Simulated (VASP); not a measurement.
A run of VASP 6.6.1 is set up as follows.

Contents of INCAR:

```
ALGO = Normal
EDIFF = 1E-6
ENCUT = 520
GGA = PE
ISIF = 2
ISMEAR = 0
LASPH = T
LCHARG = F
LREAL = F
LWAVE = F
NBANDS = 24
NELM = 80
PREC = Accurate
SIGMA = 0.1
```

The input KPOINTS:

```
k-points
0
Gamma
  14 14 8
```

File POSCAR:

```
SnS3
1.0
    3.3622579627      0.0000000000      0.0000000000
    0.0000000000      3.3622579627      0.0000000000
    0.0000000000      0.0000000000      6.6381663976
Sn S
1 3
Direct
    0.0000000000      0.0000000000      0.0000000000
    0.5000000000      0.5000000000      0.2503117107
    0.5000000000      0.5000000000      0.7496882893
    0.0000000000      0.0000000000      0.5000000000
```

Potentials or basis: VASP PAW PBE potentials, release 64 (Sn_d, S).

The run is started by

```bash
$ cat potpaw_PBE.64/Sn_d/POTCAR potpaw_PBE.64/S/POTCAR > POTCAR
$ mpirun -np 1 vasp_std > vasp.out
```

Q: Estimate the pressure.

A: -0.1 GPa.

Q: What does it give for the largest force?

A: 0.009 eV/Å.

Q: Predict the band gap on the k mesh.

A: Zero (bands 16 and 17 overlap by 3.77 eV).

Forces on the atoms (eV/Å):
```
Sn   0.000  0.000  0.000
S    0.000  0.000 -0.009
S    0.000  0.000  0.009
S    0.000  0.000  0.000
```

Caveat: spin-orbit coupling is left out, which moves the levels of the heavy elements.
